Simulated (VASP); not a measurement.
Wanted: the native input for a VASP 6.6.1 run.

```yaml
Task: single point
Functional: PBEsol
Potentials_or_basis: VASP PAW PBE potentials, release 64 (Co, Sn_d)
Cutoff: 520 eV
k_mesh: 12 × 12 × 10
Occupations: gaussian, width 0.1 eV
Spin: collinear spin, ferromagnetic start
Starting_moments: "[1.25, 1.25, 0.55, 0.0, 0.0] μB"
Dipole_correction: no
Further_INCAR_settings: ALGO = Fast; EDIFF = 1e-07; NBANDS = 40
```

The structure of Co3Sn2 lies in POSCAR:

```
Co3Sn2
1.0
    4.2229921449      0.0000000000      0.0000000000
   -2.1114960725      3.6572184775      0.0000000000
    0.0000000000      0.0000000000      5.0668540000
Co Sn
3 2
Direct
    0.0000000000      0.0000000000      0.7463570000
    0.0000000000      0.0000000000      0.2536430000
    0.6666666667      0.3333333333      0.0000000000
    0.6666666667      0.3333333333      0.5000000000
    0.3333333333      0.6666666667      0.0000000000
```

These files were run (other wordings do the same):

INCAR

```
PREC = Accurate
ENCUT = 520
EDIFF = 1E-7
ISMEAR = 0
SIGMA = 0.1
LREAL = False
LASPH = True
NELM = 150
ALGO = Fast
ISIF = 2
LWAVE = False
LCHARG = False
ISPIN = 2
MAGMOM = 1.25 1.25 0.55 0 0
LORBIT = 11
LMAXMIX = 4
GGA = PS
NBANDS = 40
```

KPOINTS

```
Automatic mesh
0
Gamma
  12 12 10
```

Potentials or basis: VASP PAW PBE potentials, release 64 (Co, Sn_d).

Command:

```console
$ cat potpaw_PBE.64/Co/POTCAR potpaw_PBE.64/Sn_d/POTCAR > POTCAR
$ mpirun -np 1 vasp_std > vasp.out
```

It gave:

* Pressure: -6.0 GPa
* Largest force: 0.004 eV/Å
* Net moment: 2.53 μB per cell
* Site moments: Co +1.11, +0.48 (each value once); Sn -0.05 μB
* Valence electrons inside the program's atomic spheres: Co 8.13, 8.45 (each value once); Sn 12.38, 12.51

Caveat: the cell stands under tension; the PAW data sets were made with another functional, which shifts forces and pressure a little.

It took 14 min on 1 thread of Oxide Virtual Turin-like Processor, with other jobs on the host, peak memory 0.55 GiB.
